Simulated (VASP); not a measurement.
# Sb (Pm-3m) in VASP: notebook

Sb is run at these levels: PBEsol; tasks: single point, relaxation of cell and atoms.

Program: VASP 6.6.1. These are calculated values, not measurements. Logs are shortened: lines on timing, memory, paths and dates and some standing lists are left out, and cuts for length are marked.

## 1. The cell of the first run

The structure is cubic, space group Pm-3m (No. 221). The conventional cell has a = 3.062 Å, b = 3.062 Å, c = 3.062 Å, α = 90.00°, β = 90.00°, γ = 90.00°. Within 4.0 Å of Sb (site symmetry m-3m) lie 6 Sb at 3.06 Å.

## 2. Single point, PBEsol

File INCAR:

```
  ALGO = Normal
  EDIFF = 1E-6
  ENCUT = 520
  GGA = PS
  ISIF = 2
  ISMEAR = 0
  LASPH = True
  LCHARG = False
  LREAL = False
  LWAVE = False
  NBANDS = 8
  NELM = 100
  PREC = Accurate
  SIGMA = 0.1
```

File KPOINTS:

```
k-points
0
Gamma
  14 14 14
```

File POSCAR:

```
Sb
1.0
    3.0617437794      0.0000000000      0.0000000000
    0.0000000000      3.0617437794      0.0000000000
    0.0000000000      0.0000000000      3.0617437794
Sb
1
Direct
    0.0000000000      0.0000000000      0.0000000000
```

Potentials or basis: VASP PAW PBE potentials, release 64 (Sb).

Launch:

```console
> cat potpaw_PBE.64/Sb/POTCAR > POTCAR
> mpirun -np 1 vasp_std > vasp.out
```

OUTCAR:

```text
EDIFF = 1E-6
   ENCUT = 520
   GGA = PS
   ISIF = 2
   ISMEAR = 0
   LASPH = True
   LREAL = False
   NELM = 100
   PREC = Accurate

 ion  position               nearest neighbor table
   1  0.000  0.000  0.000-

  LATTYP: Found a simple cubic cell.
 ALAT       =     3.0617437794

  Lattice vectors:

 A1 = (   3.0617437794,   0.0000000000,   0.0000000000)
 A2 = (   0.0000000000,   3.0617437794,   0.0000000000)
 A3 = (   0.0000000000,   0.0000000000,   3.0617437794)

Analysis of symmetry for initial positions (statically):
=====================================================================
 Subroutine PRICEL returns:
 Original cell was already a primitive cell.

 Routine SETGRP: Setting up the symmetry group for a
 simple cubic supercell.

 Subroutine GETGRP returns: Found 48 space group operations
 (whereof 48 operations were pure point group operations)
 out of a pool of 48 trial point group operations.

The static configuration has the point symmetry O_h .

Analysis of symmetry for dynamics (positions and initial velocities):
=====================================================================
 Subroutine PRICEL returns:
 Original cell was already a primitive cell.

 Routine SETGRP: Setting up the symmetry group for a
 simple cubic supercell.

 Subroutine GETGRP returns: Found 48 space group operations
 (whereof 48 operations were pure point group operations)
 out of a pool of 48 trial point group operations.

The dynamic configuration has the point symmetry O_h .

 Subroutine INISYM returns: Found 48 space group operations
 (whereof 48 operations are pure point group operations),
 and found     1 'primitive' translations

----------------------------------------------------------------------------------------

                                     Primitive cell

  volume of cell :      28.7016

  direct lattice vectors                    reciprocal lattice vectors
     3.061743779  0.000000000  0.000000000     0.326611262  0.000000000  0.000000000
     0.000000000  3.061743779  0.000000000     0.000000000  0.326611262  0.000000000
     0.000000000  0.000000000  3.061743779     0.000000000  0.000000000  0.326611262

  length of vectors
     3.061743779  3.061743779  3.061743779     0.326611262  0.326611262  0.326611262

  position of ions in fractional coordinates (direct lattice)
     0.000000000  0.000000000  0.000000000

  ion indices of the primitive-cell ions
   primitive index   ion index
                 1           1

----------------------------------------------------------------------------------------

 KPOINTS: k-points

Automatic generation of k-mesh.
 Grid dimensions read from file:
 generate k-points for:   14   14   14

 Generating k-lattice:

  Cartesian coordinates                     Fractional coordinates (reciprocal lattice)
     0.023329376  0.000000000  0.000000000     0.071428571  0.000000000  0.000000000
     0.000000000  0.023329376  0.000000000     0.000000000  0.071428571  0.000000000
     0.000000000  0.000000000  0.023329376     0.000000000  0.000000000  0.071428571

  Length of vectors
     0.023329376  0.023329376  0.023329376

  Shift w.r.t. Gamma in fractional coordinates (k-lattice)
     0.000000000  0.000000000  0.000000000

 Subroutine IBZKPT returns following result:
 ===========================================

 Found    120 irreducible k-points:

 Following reciprocal coordinates:
            Coordinates               Weight
  0.000000  0.000000  0.000000      1.000000
  0.071429  0.000000  0.000000      6.000000
  0.142857  0.000000  0.000000      6.000000
  0.214286  0.000000  0.000000      6.000000
  0.285714  0.000000  0.000000      6.000000
  0.357143  0.000000  0.000000      6.000000
[... 16 lines left out ...]
  0.285714  0.214286  0.000000     24.000000
  0.357143  0.214286  0.000000     24.000000
 [... further k-points ...]
   k-points           NKPTS =    120   k-points in BZ     NKDIM =    120   number of bands    NBANDS=      8
   number of dos      NEDOS =    301   number of ions     NIONS =      1
   total plane-waves  NPLWV =  13824
   dimension x,y,z NGX =    24 NGY =   24 NGZ =   24
   dimension x,y,z NGXF=    48 NGYF=   48 NGZF=   48
   ions per type =               1
   NGX,Y,Z   is equivalent  to a cutoff of  13.03, 13.03, 13.03 a.u.
   NGXF,Y,Z  is equivalent  to a cutoff of  26.06, 26.06, 26.06 a.u.
 SYSTEM =  unknown system
   PREC   = accura    normal or accurate (medium, high low for compatibility)
   ISTART =      0    job   : 0-new  1-cont  2-samecut
   ICHARG =      2    charge: 1-file 2-atom 10-const
   ISPIN  =      1    spin polarized calculation?
   LNONCOLLINEAR =      F non collinear calculations
   LSORBIT =      F    spin-orbit coupling
   LASPH  =      T    aspherical Exc in radial PAW
   ENCUT  =  520.0 eV  38.22 Ry    6.18 a.u.   5.69  5.69  5.69*2*pi/ulx,y,z
   NELM   =    100;   NELMIN=  2; NELMDL= -5     # of ELM steps
   EDIFF  = 0.1E-05   stopping-criterion for ELM
   LREAL  =      F    real-space projection
   EDIFFG = 0.1E-04   stopping-criterion for IOM
   NSW    =      0    number of steps for IOM
   IBRION =     -1    ionic relax: 0-MD 1-quasi-New 2-CG
   NFREE  =      0    steps in history (QN), initial steepest desc. (CG)
   ISIF   =      2    stress and relaxation
   ISYM   =      2    0-nonsym 1-usesym 2-fastsym
   POTIM  = 0.5000    time-step for ionic-motion
   TEBEG  =    0.0;   TEEND  =   0.0 temperature during run
   PSTRESS=    0.0 pullay stress
   NELECT =       5.0000    total number of electrons
   NUPDOWN=      -1.0000    fix difference up-down
   EMIN   =  10.00;   EMAX   =-10.00  energy-range for DOS
   EFERMI =   0.00;   METHOD = LEGACY
   ISMEAR =     0;   SIGMA  =   0.10  broadening in eV -4-tet -1-fermi 0-gaus
   EFERMI_NEDOS =   21; number of points for ismear=-14 and -15
   IALGO  =     38    algorithm
   IMIX   =      4    mixing-type and parameters
     AMIX     =   0.40;   BMIX     =  1.00
     AMIX_MAG =   1.60;   BMIX_MAG =  1.00
  volume/ion in A,a.u.               =      28.70       193.69
  Fermi-wavevector in a.u.,A,eV,Ry     =   0.914315  1.727805 11.374096  0.835972
  Thomas-Fermi vector in A             =   2.038928
   LORBIT       =      0    0 simple, 1 ext, 2 COOP (PROOUT), +10 PAW based schemes
   GGA     = PS    functional components
   LHFCALC =     F    Hartree Fock is set to
   AEXX    =    0.0000 exact exchange contribution
   IVDW    =     0    specifies the selected vdW correction
   LEPSILON=     F    determine dielectric tensor
   LRPA    =     F    only Hartree local field effects (RPA)
 non-spin polarized calculation
 Gauss-broadening in eV      SIGMA  =   0.10
  energy-cutoff  :      520.00
  volume of cell :       28.70
 maximum number of plane-waves:       804
 NGX is ok and might be reduce to    24
   NGX = 11   NGY = 11   NGZ = 11

 number of electron       4.9999999 magnetization

 Free energy of the ion-electron system (eV)
  ---------------------------------------------------
  ext. energy  EPLUGINS =         0.00000000
  ---------------------------------------------------
  free energy    TOTEN  =        -4.53730520 eV

  energy without entropy =       -4.53353195  energy(sigma->0) =       -4.53541858

 E-fermi :   7.4237     XC(G=0):  -9.9160

 val. band max:        7.4132595784   @ k =   0.2857   0.2143   0.0000
 cond. band min:       7.4678676663   @ k =   0.5000   0.2857   0.2143
 fundamental gap:      0.0546080878
 Fermi energy:         7.4236676860

 k-point     1 :       0.0000    0.0000    0.0000
  band No.  band energies     occupation
      1      -5.2230      2.00000
      2      10.8398      0.00000
      3      10.8398      0.00000
      4      10.8398      0.00000
      5      14.4713      0.00000
      6      14.4713      0.00000
      7      15.8561      0.00000
      8      25.4334      0.00000

 k-point     2 :       0.0714    0.0000    0.0000
  band No.  band energies     occupation
      1      -5.1459      2.00000
      2       9.8480      0.00000
      3      10.9169      0.00000
      4      10.9169      0.00000
      5      14.5313      0.00000
      6      15.0686      0.00000
      7      16.4123      0.00000
      8      24.7217      0.00000

 k-point     3 :       0.1429    0.0000    0.0000
  band No.  band energies     occupation
      1      -4.9164      2.00000
      2       8.0694      0.00000
      3      11.1426      0.00000
      4      11.1426      0.00000
      5      14.7107      0.00000
      6      15.5197      0.00000
      7      18.2129      0.00000
      8      23.5114      0.00000

 k-point     4 :       0.2143    0.0000    0.0000
  band No.  band energies     occupation
      1      -4.5415      2.00000
      2       6.2514      2.00000
      3      11.4987      0.00000
      4      11.4987      0.00000
      5      15.0064      0.00000
      6      15.8949      0.00000
      7      20.3727      0.00000
      8      22.2546      0.00000

 k-point     5 :       0.2857    0.0000    0.0000
  band No.  band energies     occupation
      1      -4.0392      2.00000
      2       4.5685      2.00000
      3      11.9493      0.00000
      4      11.9493      0.00000
      5      15.4106      0.00000
      6      16.3645      0.00000
      7      21.0685      0.00000
      8      21.0685      0.00000
[... 177 lines left out ...]
 k-point    22 :       0.2143    0.2143    0.0000
  band No.  band energies     occupation
      1      -3.8588      2.00000
      2       6.6965      2.00000
      3       7.1358      1.99995
      4      12.1632      0.00000
      5      15.9051      0.00000
      6      17.3815      0.00000
      7      20.4208      0.00000
      8      21.5315      0.00000

 k-point    23 :       0.2857    0.2143    0.0000
  band No.  band energies     occupation
      1      -3.3548      2.00000
      2       5.2049      2.00000
      3       7.4133      1.11702
      4      12.6179      0.00000
      5      15.6278      0.00000
      6      16.7023      0.00000
      7      21.0859      0.00000
      8      21.5556      0.00000

 k-point    24 :       0.3571    0.2143    0.0000
  band No.  band energies     occupation
      1      -2.7669      2.00000
      2       3.7609      2.00000
      3       7.9276      0.00000
      4      13.1021      0.00000
      5      14.5408      0.00000
      6      17.1273      0.00000
      7      20.5511      0.00000
      8      20.6860      0.00000

 [... further k-points ...]

------------------------ aborting loop because EDIFF is reached ----------------------------------------

  FORCE on cell =-STRESS in cart. coord.  units (eV):
  Direction    XX          YY          ZZ          XY          YZ          ZX
  --------------------------------------------------------------------------------------
  -------------------------------------------------------------------------------------
  Total        0.0189035      0.0189035      0.0189035     -0.0000000     -0.0000000      0.0000000
  in kB        1.0552298      1.0552298      1.0552298     -0.0000000     -0.0000000      0.0000000
  external PRESSURE =       1.0552298 kB  Pullay stress =       0.0000000 kB

 VOLUME and BASIS-vectors are now :
 -----------------------------------------------------------------------------
  energy-cutoff  :      520.00
  volume of cell :       28.70
      direct lattice vectors                 reciprocal lattice vectors
     3.061743779  0.000000000  0.000000000     0.326611262  0.000000000  0.000000000
     0.000000000  3.061743779  0.000000000     0.000000000  0.326611262  0.000000000
     0.000000000  0.000000000  3.061743779     0.000000000  0.000000000  0.326611262

 POSITION                                       TOTAL-FORCE (eV/Angst)
 -----------------------------------------------------------------------------------
      0.00000      0.00000      0.00000         0.000000      0.000000      0.000000
 -----------------------------------------------------------------------------------
    total drift:                                0.000000      0.000000      0.000000

  FREE ENERGIE OF THE ION-ELECTRON SYSTEM (eV)
  ---------------------------------------------------
  free  energy   TOTEN  =        -4.5373052021 eV

  energy  without entropy=       -4.5335319539  energy(sigma->0) =       -4.53541858
```

It took 6.2 s on 1 thread of AMD EPYC 9R45 (Zen 5), shared host; peak memory 0.12 GiB.

Results:

```
Free energy : -4.5373 eV
Pressure    : 0.1 GPa
```

Levels at points of the mesh, in eV from the Fermi level:
| k point | band 1 | band 2 | band 3 | band 4 | band 5 | band 6 |
| --- | --- | --- | --- | --- | --- | --- |
| (0.00, 0.00, 0.00) | -12.65 | 3.42 | 3.42 | 3.42 | 7.05 | 7.05 |
| (0.50, 0.00, 0.00) | -10.08 | -5.81 | 5.56 | 5.56 | 9.23 | 10.68 |
| (0.50, 0.50, 0.00) | -7.34 | -3.66 | -3.66 | 2.03 | 7.76 | 13.27 |
| (0.50, 0.50, 0.50) | -4.26 | -1.63 | -1.63 | -1.63 | 4.82 | 4.82 |

Caveat: the PAW data sets were made with another functional, which shifts forces and pressure a little; spin-orbit coupling is left out, which moves the levels of the heavy elements.

## 3. Relaxation of cell and atoms, PBEsol

This run uses another cell than the first one, of 31.55 Å³/atom, 1.099 times its volume.

File INCAR:

```
ALGO = Normal ; EDIFF = 1E-7
EDIFFG = -0.005 ; ENCUT = 600
GGA = PS ; IBRION = 2
ISIF = 3 ; ISMEAR = 0
LASPH = T ; LCHARG = F
LREAL = F ; LWAVE = F
NELM = 100 ; NSW = 100
PREC = Accurate ; SIGMA = 0.1
```

KPOINTS is that of step 2.

File POSCAR:

```
Sb
1.0
    3.1600000000      0.0000000000      0.0000000000
    0.0000000000      3.1600000000      0.0000000000
    0.0000000000      0.0000000000      3.1600000000
Sb
1
Direct
    0.0000000000      0.0000000000      0.0000000000
```

Potentials or basis: VASP PAW PBE potentials, release 64 (Sb).

Launch:

```console
> cat potpaw_PBE.64/Sb/POTCAR > POTCAR
> mpirun -np 1 vasp_std > vasp.out
```

It took 22 s on 1 thread of AMD EPYC 9R45 (Zen 5), shared host; peak memory 0.16 GiB.

Results (log left out):

| Item | Value |
| --- | --- |
| Free energy | -4.5374 eV |
| Relaxed volume | 28.75 Å³/atom |
| Relaxed cell | a = 3.064 Å, b = 3.064 Å, c = 3.064 Å, α = 90.00°, β = 90.00°, γ = 90.00° |
| Space group after relaxing (to 0.05 Å) | Pm-3m (No. 221) |
| Energy gained by relaxing | 44.5 meV/atom |
| Ionic steps | 3 |
| Pressure after relaxing | 0.0 GPa |

Step by step:
```
step  energy change (eV)  largest force (eV/Å)  pressure (GPa)  volume (Å³)
   1              0.0000                0.0000           -4.68        31.55
   2             -0.0338                0.0000            2.94        27.53
   3             -0.0445                0.0000           -0.01        28.75
```

Final structure:
```
Sb
1.0
     3.06353    0.00000    0.00000
     0.00000    3.06353    0.00000
     0.00000    0.00000    3.06353
Sb
1
Direct
  0.00000 0.00000 0.00000
```

Levels at points of the mesh, in eV from the Fermi level:
```
           k point  band 1  band 2  band 3  band 4  band 5  band 6
(0.00, 0.00, 0.00)  -12.63    3.41    3.41    3.41    7.05    7.05
(0.50, 0.00, 0.00)  -10.07   -5.80    5.55    5.55    9.23   10.68
(0.50, 0.50, 0.00)   -7.34   -3.65   -3.65    2.04    7.74   13.26
(0.50, 0.50, 0.50)   -4.27   -1.62   -1.62   -1.62    4.82    4.82
```

Caveat: the PAW data sets were made with another functional, which shifts forces and pressure a little; spin-orbit coupling is left out, which moves the levels of the heavy elements.

## 4. Single point, PBEsol

File INCAR:

```
PREC = Accurate ; ENCUT = 520
EDIFF = 1E-7 ; ISMEAR = 0
SIGMA = 0.1 ; LREAL = False
LASPH = True ; NELM = 100
ALGO = Normal ; ISIF = 2
LWAVE = False ; LCHARG = False
GGA = PS ; NBANDS = 8
```

File KPOINTS:

```
regular mesh
0
Gamma
  14 14 14
```

File POSCAR:

```
Sb
1.0
    3.0617437794      0.0000000000      0.0000000000
    0.0000000000      3.0617437794      0.0000000000
    0.0000000000      0.0000000000      3.0617437794
Sb
1
Direct
    0.0000000000      0.0000000000      0.0000000000
```

Launch:

```console
> cat potpaw_PBE.64/Sb/POTCAR > POTCAR
> mpirun -np 1 vasp_std > vasp.out
```

Wall time 7.9 s (1 thread of AMD EPYC 9R45 (Zen 5), shared host); peak memory 0.12 GiB.

The run converged. Its results:

```
Free energy : -4.5373 eV
Pressure    : 0.1 GPa
```

Levels at points of the mesh, in eV from the Fermi level:
```
           k point  band 1  band 2  band 3  band 4  band 5  band 6  band 7
(0.00, 0.00, 0.00)  -12.65    3.42    3.42    3.42    7.05    7.05    8.43
(0.50, 0.00, 0.00)  -10.08   -5.81    5.56    5.56    9.23   10.68   11.55
(0.50, 0.50, 0.00)   -7.34   -3.66   -3.66    2.03    7.76   13.27   13.42
(0.50, 0.50, 0.50)   -4.26   -1.63   -1.63   -1.63    4.82    4.82    4.82
```

Caveat: the PAW data sets were made with another functional, which shifts forces and pressure a little; spin-orbit coupling is left out, which moves the levels of the heavy elements.

## 5. Relaxation of cell and atoms, PBEsol

File INCAR:

```
SYSTEM = Sb
PREC = Accurate
ENCUT = 600
EDIFF = 1E-6
ISMEAR = 0
SIGMA = 0.1
LREAL = .False.
LASPH = .True.
NELM = 100
ALGO = Normal
ISIF = 3
LWAVE = .False.
LCHARG = .False.
GGA = PS
IBRION = 2
NSW = 100
EDIFFG = -0.005
```

File KPOINTS:

```
Automatic mesh
0
Gamma
  14 14 14
  0 0 0
```

POSCAR is that of step 4.

Launch:

```console
> cat potpaw_PBE.64/Sb/POTCAR > POTCAR
> mpirun -np 1 vasp_std > vasp.out
```

It took 10 s on 1 thread of AMD EPYC 9R45 (Zen 5), shared host; peak memory 0.13 GiB.

Results (log left out):

| Item | Value |
| --- | --- |
| Free energy | -4.5373 eV |
| Relaxed volume | 28.75 Å³/atom |
| Relaxed cell | a = 3.063 Å, b = 3.063 Å, c = 3.063 Å, α = 90.00°, β = 90.00°, γ = 90.00° |
| Space group after relaxing (to 0.05 Å) | Pm-3m (No. 221) |
| Energy gained by relaxing | 0.0 meV/atom |
| Ionic steps | 3 |
| Pressure after relaxing | 0.0 GPa |

Final structure:
```
Sb
1.0
     3.06344    0.00000    0.00000
     0.00000    3.06344    0.00000
     0.00000    0.00000    3.06344
Sb
1
Direct
  0.00000 0.00000 0.00000
```

Levels at points of the mesh, in eV from the Fermi level:
```csv
k point,band 1,band 2,band 3,band 4,band 5,band 6
"(0.00, 0.00, 0.00)",-12.63,3.41,3.41,3.41,7.05,7.05
"(0.50, 0.00, 0.00)",-10.07,-5.80,5.55,5.55,9.23,10.68
"(0.50, 0.50, 0.00)",-7.34,-3.65,-3.65,2.04,7.74,13.26
"(0.50, 0.50, 0.50)",-4.27,-1.62,-1.62,-1.62,4.82,4.82
```

Caveat: the PAW data sets were made with another functional, which shifts forces and pressure a little; spin-orbit coupling is left out, which moves the levels of the heavy elements.

## 6. Overview

| task | cell | cutoff (eV) | gap on the mesh (eV) | pressure (GPa) | relaxed volume (Å³/atom) |
| --- | --- | --- | --- | --- | --- |
| single point | a = 3.062 Å, 1 atom | 520 | none | 0.1 | - |
| relaxation of cell and atoms | relaxed from a = 3.160 Å, 1 atom | 600 | none | 0.0 | 28.75 |
| relaxation of cell and atoms | relaxed from a = 3.062 Å, 1 atom | 600 | none | 0.0 | 28.75 |

Alike in all rows: level PBEsol; potentials or basis VASP PAW PBE potentials, release 64 (Sb); no spin polarisation; k mesh 14 × 14 × 14; smearing gaussian 0.1 eV.

Caveats: the PAW data sets were made with another functional, which shifts forces and pressure a little; spin-orbit coupling is left out, which moves the levels of the heavy elements.

Total energies depend on the potentials used, so only differences within one code and one set of settings carry meaning.
